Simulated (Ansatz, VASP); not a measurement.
## AlN: VASP beside Ansatz

```
CELL_PARAMETERS angstrom
0.00000 2.19000 2.19000
2.19000 0.00000 2.19000
2.19000 2.19000 0.00000
ATOMIC_POSITIONS crystal
Al 0.00000 0.00000 0.00000
N 0.25000 0.25000 0.25000
```

Alike in both runs: task single point; functional PBEsol; k mesh 8 × 8 × 8; no spin polarisation.

|  | VASP | Ansatz |
| --- | --- | --- |
| version | VASP 6.6.1 | Ansatz 0.2.0 |
| potentials or method | VASP PAW PBE potentials, release 64 (Al, N), cutoff 600 eV | scalar-relativistic, plane waves, PAW |
| occupations | gaussian, width 0.01 eV | fixed |
| valence electrons in the cell | 8 | 8 |

Ansatz gave:

| Item | Value |
| --- | --- |
| gap on the k mesh at the Fermi level (eV) | 3.19 |
| least direct gap on the mesh (eV) | 4.04 |
| pressure (GPa) | -0.4 |

Which values does VASP return?

gap on the k mesh at the Fermi level (eV): 3.18; least direct gap on the mesh (eV): 4.06; pressure (GPa): -0.5.

VASP's potentials were made for PBE, not for PBEsol, and Ansatz warns of the same on its side.
